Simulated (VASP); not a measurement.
# LiH (Fm-3m) in VASP: a series of runs

Runs on LiH. Level: r2SCAN. Tasks: single point.

Program: VASP 6.6.1. These are calculated values, not measurements. Logs are shortened: lines on timing, memory, paths and dates and some standing lists are left out, and cuts for length are marked.

## (1) The cell of the first run

The structure is cubic, space group Fm-3m (No. 225). Conventional cell: a = 3.666 Å, b = 3.666 Å, c = 3.666 Å, α = 90.00°, β = 90.00°, γ = 90.00°. Within 2.4 Å of Li (site symmetry m-3m) lie 6 H at 1.83 Å. H (site symmetry m-3m) has 6 Li at 1.83 Å within 2.4 Å.

## (2) Single point, r2SCAN

File POSCAR:

```
LiH
1.0
    1.8328804693      1.8328804693      0.0000000000
   -1.8328804693      1.8328804693      0.0000000000
    0.0000000000      1.8328804693      1.8328804693
Li H
1 1
Direct
    0.0000000000      0.0000000000      0.0000000000
    0.5000000000      0.5000000000      0.0000000000
```

File INCAR.step1:

```
SYSTEM = LiH
PREC = Accurate
ENCUT = 520
ISMEAR = 0
SIGMA = 0.01
LREAL = .FALSE.
LASPH = .TRUE.
NELM = 60
NBANDS = 9
GGA = PE
ALGO = Normal
EDIFF = 1E-4
LWAVE = .TRUE.
LCHARG = .FALSE.
```

File INCAR.step2:

```
SYSTEM = LiH
PREC = Accurate
ENCUT = 520
EDIFF = 1E-6
ISMEAR = 0
SIGMA = 0.01
LREAL = .FALSE.
LASPH = .TRUE.
NELM = 60
ALGO = Normal
ISIF = 2
LWAVE = .FALSE.
LCHARG = .FALSE.
METAGGA = R2SCAN
LMIXTAU = .TRUE.
NBANDS = 9
ISTART = 1
```

File KPOINTS:

```
regular mesh
0
G
  10 10 10
  0 0 0
```

Potentials or basis: VASP PAW PBE potentials, release 64 (Li_sv, H).

Started as:

```sh
cat potpaw_PBE.64/Li_sv/POTCAR potpaw_PBE.64/H/POTCAR > POTCAR
cp INCAR.step1 INCAR
mpirun -np 1 vasp_std > vasp.out
cp INCAR.step2 INCAR
mpirun -np 1 vasp_std > vasp.out
```

OUTCAR:

```text
SYSTEM = LiH
   PREC = Accurate
   ENCUT = 520
   EDIFF = 1E-6
   ISMEAR = 0
   LREAL = .FALSE.
   LASPH = .TRUE.
   NELM = 60
   ISIF = 2
   METAGGA = R2SCAN
   ISTART = 1

 ion  position               nearest neighbor table
   1  0.000  0.000  0.000-
   2  0.500  0.500  0.000-

  LATTYP: Found a face centered cubic cell.
 ALAT       =     3.6657609386

  Lattice vectors:

 A1 = (   0.0000000000,   1.8328804693,   1.8328804693)
 A2 = (   1.8328804693,   0.0000000000,   1.8328804693)
 A3 = (   1.8328804693,   1.8328804693,   0.0000000000)

Analysis of symmetry for initial positions (statically):
=====================================================================
 Subroutine PRICEL returns:
 Original cell was already a primitive cell.

 Routine SETGRP: Setting up the symmetry group for a
 face centered cubic supercell.

 Subroutine GETGRP returns: Found 48 space group operations
 (whereof 48 operations were pure point group operations)
 out of a pool of 48 trial point group operations.

The static configuration has the point symmetry O_h .

Analysis of symmetry for dynamics (positions and initial velocities):
=====================================================================
 Subroutine PRICEL returns:
 Original cell was already a primitive cell.

 Routine SETGRP: Setting up the symmetry group for a
 face centered cubic supercell.

 Subroutine GETGRP returns: Found 48 space group operations
 (whereof 48 operations were pure point group operations)
 out of a pool of 48 trial point group operations.

The dynamic configuration has the point symmetry O_h .

 Subroutine INISYM returns: Found 48 space group operations
 (whereof 48 operations are pure point group operations),
 and found     1 'primitive' translations

----------------------------------------------------------------------------------------

                                     Primitive cell

  volume of cell :      12.3149

  direct lattice vectors                    reciprocal lattice vectors
     1.832880469  1.832880469  0.000000000     0.272794658  0.272794658 -0.272794658
    -1.832880469  1.832880469  0.000000000    -0.272794658  0.272794658 -0.272794658
     0.000000000  1.832880469  1.832880469     0.000000000  0.000000000  0.545589315

  length of vectors
     2.592084418  2.592084418  2.592084418     0.472494207  0.472494207  0.545589315

  position of ions in fractional coordinates (direct lattice)
     0.000000000  0.000000000  0.000000000
     0.500000000  0.500000000  0.000000000

  ion indices of the primitive-cell ions
   primitive index   ion index
                 1           1
                 2           2

----------------------------------------------------------------------------------------

 KPOINTS: regular mesh

Automatic generation of k-mesh.
 Grid dimensions read from file:
 generate k-points for:   10   10   10

 Generating k-lattice:

  Cartesian coordinates                     Fractional coordinates (reciprocal lattice)
     0.027279466  0.027279466 -0.027279466     0.100000000  0.000000000  0.000000000
    -0.027279466  0.027279466 -0.027279466     0.000000000  0.100000000  0.000000000
     0.000000000  0.000000000  0.054558932     0.000000000  0.000000000  0.100000000

  Length of vectors
     0.047249421  0.047249421  0.054558932

  Shift w.r.t. Gamma in fractional coordinates (k-lattice)
     0.000000000  0.000000000  0.000000000

 Subroutine IBZKPT returns following result:
 ===========================================

 Found     47 irreducible k-points:

 Following reciprocal coordinates:
            Coordinates               Weight
  0.000000  0.000000  0.000000      1.000000
  0.100000  0.000000  0.000000      8.000000
  0.200000  0.000000  0.000000      8.000000
  0.300000  0.000000  0.000000      8.000000
  0.400000  0.000000  0.000000      8.000000
  0.500000  0.000000  0.000000      4.000000
[... 16 lines left out ...]
  0.300000  0.300000  0.000000     12.000000
  0.400000  0.300000  0.000000     24.000000
 [... further k-points ...]
   k-points           NKPTS =     47   k-points in BZ     NKDIM =     47   number of bands    NBANDS=      9
   number of dos      NEDOS =    301   number of ions     NIONS =      2
   total plane-waves  NPLWV =   8000
   dimension x,y,z NGX =    20 NGY =   20 NGZ =   20
   dimension x,y,z NGXF=    40 NGYF=   40 NGZF=   40
   ions per type =               1   1
   NGX,Y,Z   is equivalent  to a cutoff of  12.83, 12.83, 12.83 a.u.
   NGXF,Y,Z  is equivalent  to a cutoff of  25.65, 25.65, 25.65 a.u.
 SYSTEM =  LiH
   PREC   = accura    normal or accurate (medium, high low for compatibility)
   ISTART =      1    job   : 0-new  1-cont  2-samecut
   ICHARG =      0    charge: 1-file 2-atom 10-const
   ISPIN  =      1    spin polarized calculation?
   LNONCOLLINEAR =      F non collinear calculations
   LSORBIT =      F    spin-orbit coupling
   LASPH  =      T    aspherical Exc in radial PAW
   ENCUT  =  520.0 eV  38.22 Ry    6.18 a.u.   4.82  4.82  4.82*2*pi/ulx,y,z
   NELM   =     60;   NELMIN=  2; NELMDL=  0     # of ELM steps
   EDIFF  = 0.1E-05   stopping-criterion for ELM
   LREAL  =      F    real-space projection
   EDIFFG = 0.1E-04   stopping-criterion for IOM
   NSW    =      0    number of steps for IOM
   IBRION =     -1    ionic relax: 0-MD 1-quasi-New 2-CG
   NFREE  =      0    steps in history (QN), initial steepest desc. (CG)
   ISIF   =      2    stress and relaxation
   ISYM   =      2    0-nonsym 1-usesym 2-fastsym
   POTIM  = 0.5000    time-step for ionic-motion
   TEBEG  =    0.0;   TEEND  =   0.0 temperature during run
   PSTRESS=    0.0 pullay stress
   NELECT =       4.0000    total number of electrons
   NUPDOWN=      -1.0000    fix difference up-down
   EMIN   =  10.00;   EMAX   =-10.00  energy-range for DOS
   EFERMI =   0.00;   METHOD = LEGACY
   ISMEAR =     0;   SIGMA  =   0.01  broadening in eV -4-tet -1-fermi 0-gaus
   EFERMI_NEDOS =   21; number of points for ismear=-14 and -15
   IALGO  =     38    algorithm
   IMIX   =      4    mixing-type and parameters
     AMIX     =   0.40;   BMIX     =  1.00
     AMIX_MAG =   1.60;   BMIX_MAG =  1.00
  volume/ion in A,a.u.               =       6.16        41.55
  Fermi-wavevector in a.u.,A,eV,Ry     =   1.125341  2.126586 17.230304  1.266392
  Thomas-Fermi vector in A             =   2.262017
   LORBIT       =      0    0 simple, 1 ext, 2 COOP (PROOUT), +10 PAW based schemes
   METAGGA = R2SCAN    functional components
   LHFCALC =     F    Hartree Fock is set to
   AEXX    =    0.0000 exact exchange contribution
   IVDW    =     0    specifies the selected vdW correction
   LEPSILON=     F    determine dielectric tensor
   LRPA    =     F    only Hartree local field effects (RPA)
 non-spin polarized calculation
 Gauss-broadening in eV      SIGMA  =   0.01
  energy-cutoff  :      520.00
  volume of cell :       12.31
 maximum number of plane-waves:       343
   NGX =  9   NGY =  9   NGZ =  9

 number of electron       4.0000003 magnetization

 Free energy of the ion-electron system (eV)
  ---------------------------------------------------
  ext. energy  EPLUGINS =         0.00000000
  ---------------------------------------------------
  free energy    TOTEN  =        -6.67367791 eV

  energy without entropy =       -6.67367791  energy(sigma->0) =       -6.67367791

 E-fermi :   1.2832     XC(G=0):  -9.7986

 val. band max:        1.2241105629   @ k =   0.5000   0.5000   0.0000
 cond. band min:       4.5861829732   @ k =   0.5000   0.5000   0.0000
 fundamental gap:      3.3620724103
 Fermi energy:         1.2831771693

 k-point     1 :       0.0000    0.0000    0.0000
  band No.  band energies     occupation
      1     -44.3687      2.00000
      2      -5.2856      2.00000
      3      22.8362      0.00000
      4      23.7518      0.00000
      5      23.7518      0.00000
      6      23.7520      0.00000
      7      28.6726      0.00000
      8      28.6729      0.00000
      9      28.6731      0.00000

 k-point     2 :       0.1000    0.0000    0.0000
  band No.  band energies     occupation
      1     -44.3572      2.00000
      2      -5.0949      2.00000
      3      19.9975      0.00000
      4      23.0363      0.00000
      5      23.1687      0.00000
      6      23.1688      0.00000
      7      28.4693      0.00000
      8      29.8967      0.00000
      9      29.8969      0.00000

 k-point     3 :       0.2000    0.0000    0.0000
  band No.  band energies     occupation
      1     -44.3270      2.00000
      2      -4.5359      2.00000
      3      15.5417      0.00000
      4      21.4768      0.00000
      5      22.3155      0.00000
      6      22.3156      0.00000
      7      29.7778      0.00000
      8      29.7779      0.00000
      9      29.8392      0.00000

 k-point     4 :       0.3000    0.0000    0.0000
  band No.  band energies     occupation
      1     -44.2900      2.00000
      2      -3.6776      2.00000
      3      11.5976      0.00000
      4      20.0624      0.00000
      5      21.8663      0.00000
      6      21.8665      0.00000
      7      27.0115      0.00000
      8      27.0117      0.00000
      9      31.9929      0.00000
[... 205 lines left out ...]
 k-point    22 :      -0.2000    0.2000    0.0000
  band No.  band energies     occupation
      1     -44.3139      2.00000
      2      -4.2116      2.00000
      3      16.8758      0.00000
      4      18.4843      0.00000
      5      18.4843      0.00000
      6      22.2505      0.00000
      7      24.8873      0.00000
      8      32.6224      0.00000
      9      36.9595      0.00000

 k-point    23 :       0.3000    0.3000    0.0000
  band No.  band energies     occupation
      1     -44.2297      2.00000
      2      -1.0480      2.00000
      3       8.2422      0.00000
      4      10.7588      0.00000
      5      18.1275      0.00000
      6      21.9150      0.00000
      7      32.3269      0.00000
      8      33.9637      0.00000
      9      35.5258      0.00000

 k-point    24 :       0.4000    0.3000    0.0000
  band No.  band energies     occupation
      1     -44.2205      2.00000
      2      -0.2141      2.00000
      3       6.8526      0.00000
      4      10.7830      0.00000
      5      16.6381      0.00000
      6      22.3378      0.00000
      7      29.9065      0.00000
      8      34.4591      0.00000
      9      38.5035      0.00000

 [... further k-points ...]
[... 5 lines left out ...]
  --------------------------------------------------------------------------------------
  -------------------------------------------------------------------------------------
  Total        1.1497550      1.1497550      1.1497550      0.0000000     -0.0000000     -0.0000000
  in kB      149.5834201    149.5834201    149.5834201      0.0000000     -0.0000000     -0.0000000
  external PRESSURE =     149.5834201 kB  Pullay stress =       0.0000000 kB

 VOLUME and BASIS-vectors are now :
 -----------------------------------------------------------------------------
  energy-cutoff  :      520.00
  volume of cell :       12.31
      direct lattice vectors                 reciprocal lattice vectors
     1.832880469  1.832880469  0.000000000     0.272794658  0.272794658 -0.272794658
    -1.832880469  1.832880469  0.000000000    -0.272794658  0.272794658 -0.272794658
     0.000000000  1.832880469  1.832880469     0.000000000  0.000000000  0.545589315

 POSITION                                       TOTAL-FORCE (eV/Angst)
 -----------------------------------------------------------------------------------
      0.00000      0.00000      0.00000        -0.000000      0.000000      0.000000
      0.00000      1.83288      0.00000         0.000000     -0.000000      0.000000
 -----------------------------------------------------------------------------------
    total drift:                               -0.000000     -0.000000     -0.000000

  FREE ENERGIE OF THE ION-ELECTRON SYSTEM (eV)
  ---------------------------------------------------
  free  energy   TOTEN  =        -6.6736779132 eV

  energy  without entropy=       -6.6736779132  energy(sigma->0) =       -6.67367791
```

It took 59 s on 1 thread of AMD EPYC 7R13, shared host; peak memory 0.09 GiB.

Results:

```
Free energy            : -6.6737 eV
Band gap on the k mesh : 3.36 eV, direct
```

Levels at points of the mesh, in eV from the valence-band top:
| k point | band 1 | band 2 | band 3 | band 4 | band 5 |
| --- | --- | --- | --- | --- | --- |
| (0.00, 0.00, 0.00) | -45.59 | -6.51 | 21.61 | 22.53 | 22.53 |
| (0.50, 0.00, 0.00) | -45.47 | -3.51 | 6.43 | 17.59 | 20.98 |
| (0.50, 0.50, 0.00) | -45.44 | 0.00 | 3.36 | 13.23 | 13.23 |

Caveat: the cutoff is under 1.25 times the usual one of these potentials, so pressure, stress and relaxed cells hold a basis-set (Pulay) error; the PAW data sets were made with another functional, which shifts forces and pressure a little.

## (3) Single point, r2SCAN

This run uses another cell than the first one, of 6.59 Å³/atom, 1.070 times its volume.

File POSCAR:

```
LiH
1.0
    1.8745007314      1.8745007314      0.0000000000
   -1.8745007314      1.8745007314      0.0000000000
    0.0000000000      1.8745007314      1.8745007314
Li H
1 1
Direct
    0.0000000000      0.0000000000      0.0000000000
    0.5000000000      0.5000000000      0.0000000000
```

File INCAR.step1:

```
PREC = Accurate
ENCUT = 520
ISMEAR = 0
SIGMA = 0.01
LREAL = F
LASPH = T
NELM = 80
NBANDS = 9
GGA = PE
ALGO = Normal
EDIFF = 1E-4
LWAVE = T
LCHARG = F
```

File INCAR.step2:

```
PREC = Accurate
ENCUT = 520
EDIFF = 1E-6
ISMEAR = 0
SIGMA = 0.01
LREAL = F
LASPH = T
NELM = 80
ALGO = Normal
ISIF = 2
LWAVE = F
LCHARG = F
METAGGA = R2SCAN
LMIXTAU = T
NBANDS = 9
ISTART = 1
```

File KPOINTS:

```
Automatic mesh
0
Gamma
  10 10 10
```

Potentials or basis: VASP PAW PBE potentials, release 64 (Li_sv, H).

Started as:

```sh
cat potpaw_PBE.64/Li_sv/POTCAR potpaw_PBE.64/H/POTCAR > POTCAR
cp INCAR.step1 INCAR
mpirun -np 1 vasp_std > vasp.out
cp INCAR.step2 INCAR
mpirun -np 1 vasp_std > vasp.out
```

OUTCAR:

```text
PREC = Accurate
   ENCUT = 520
   EDIFF = 1E-6
   ISMEAR = 0
   LREAL = F
   LASPH = T
   NELM = 80
   ISIF = 2
   METAGGA = R2SCAN
   ISTART = 1

 ion  position               nearest neighbor table
   1  0.000  0.000  0.000-
   2  0.500  0.500  0.000-

  LATTYP: Found a face centered cubic cell.
 ALAT       =     3.7490014628

  Lattice vectors:

 A1 = (   0.0000000000,   1.8745007314,   1.8745007314)
 A2 = (   1.8745007314,   0.0000000000,   1.8745007314)
[... 461 lines left out ...]
      1     -44.6040      2.00000
      2      -0.4910      2.00000
      3       6.3941      0.00000
      4      10.0545      0.00000
      5      15.7344      0.00000
      6      20.9203      0.00000
      7      28.4000      0.00000
      8      32.7442      0.00000
      9      36.6148      0.00000

 [... further k-points ...]
[... 5 lines left out ...]
  --------------------------------------------------------------------------------------
  -------------------------------------------------------------------------------------
  Total        0.7556714      0.7556714      0.7556714     -0.0000000      0.0000000     -0.0000000
  in kB       91.9087200     91.9087200     91.9087200     -0.0000000      0.0000000     -0.0000000
  external PRESSURE =      91.9087200 kB  Pullay stress =       0.0000000 kB

 VOLUME and BASIS-vectors are now :
 -----------------------------------------------------------------------------
  energy-cutoff  :      520.00
  volume of cell :       13.17
      direct lattice vectors                 reciprocal lattice vectors
     1.874500731  1.874500731  0.000000000     0.266737693  0.266737693 -0.266737693
    -1.874500731  1.874500731  0.000000000    -0.266737693  0.266737693 -0.266737693
     0.000000000  1.874500731  1.874500731     0.000000000  0.000000000  0.533475385

 POSITION                                       TOTAL-FORCE (eV/Angst)
 -----------------------------------------------------------------------------------
      0.00000      0.00000      0.00000         0.000000      0.000000      0.000000
      0.00000      1.87450      0.00000        -0.000000     -0.000000      0.000000
 -----------------------------------------------------------------------------------
    total drift:                               -0.000000     -0.000000     -0.000000

  FREE ENERGIE OF THE ION-ELECTRON SYSTEM (eV)
  ---------------------------------------------------
  free  energy   TOTEN  =        -6.7414737899 eV

  energy  without entropy=       -6.7414737899  energy(sigma->0) =       -6.74147379
```

OUTCAR.step1:

```text
PREC = Accurate
   ENCUT = 520
   ISMEAR = 0
   LREAL = F
   LASPH = T
[... 508 lines left out ...]
 -----------------------------------------------------------------------------------
      0.00000      0.00000      0.00000        -0.000000      0.000000      0.000000
      0.00000      1.87450      0.00000         0.000000     -0.000000      0.000000
 -----------------------------------------------------------------------------------
    total drift:                               -0.000000      0.000000     -0.000000

  FREE ENERGIE OF THE ION-ELECTRON SYSTEM (eV)
  ---------------------------------------------------
  free  energy   TOTEN  =        -6.0474524039 eV

  energy  without entropy=       -6.0474524039  energy(sigma->0) =       -6.04745240
```

OSZICAR.step1:

```text
N       E                     dE             d eps       ncg     rms          rms(c)
DAV:   1    -0.126864154617E+01   -0.12686E+01   -0.15445E+03   878   0.415E+02
DAV:   2    -0.623859263597E+01   -0.49700E+01   -0.49381E+01  1198   0.581E+01
DAV:   3    -0.630447899730E+01   -0.65886E-01   -0.65866E-01  1040   0.542E+00
DAV:   4    -0.630482954027E+01   -0.35054E-03   -0.35053E-03  1172   0.304E-01
DAV:   5    -0.630483233931E+01   -0.27990E-05   -0.27987E-05  1023   0.153E-02    0.303E+00
DAV:   6    -0.611310897911E+01    0.19172E+00   -0.13812E-01   966   0.122E+00    0.155E+00
DAV:   7    -0.604592448612E+01    0.67184E-01   -0.19281E-01   999   0.162E+00    0.236E-01
DAV:   8    -0.604743852823E+01   -0.15140E-02   -0.33280E-03   987   0.410E-01    0.420E-02
DAV:   9    -0.604745240386E+01   -0.13876E-04   -0.12836E-04  1063   0.594E-02
   1 F= -.60474524E+01 E0= -.60474524E+01  d E =-.106261E-90
```

Wall time 62 s (1 thread of AMD EPYC 7R13, shared host); peak memory 0.09 GiB.

Results:

* Free energy: -6.7415 eV
* Band gap on the k mesh: 3.43 eV, direct

Caveat: the cutoff is under 1.25 times the usual one of these potentials, so pressure, stress and relaxed cells hold a basis-set (Pulay) error; the PAW data sets were made with another functional, which shifts forces and pressure a little. r2SCAN opens gaps a little over a GGA but as a rule still falls short of measured ones.

(Part 1 of 2 ends here.)
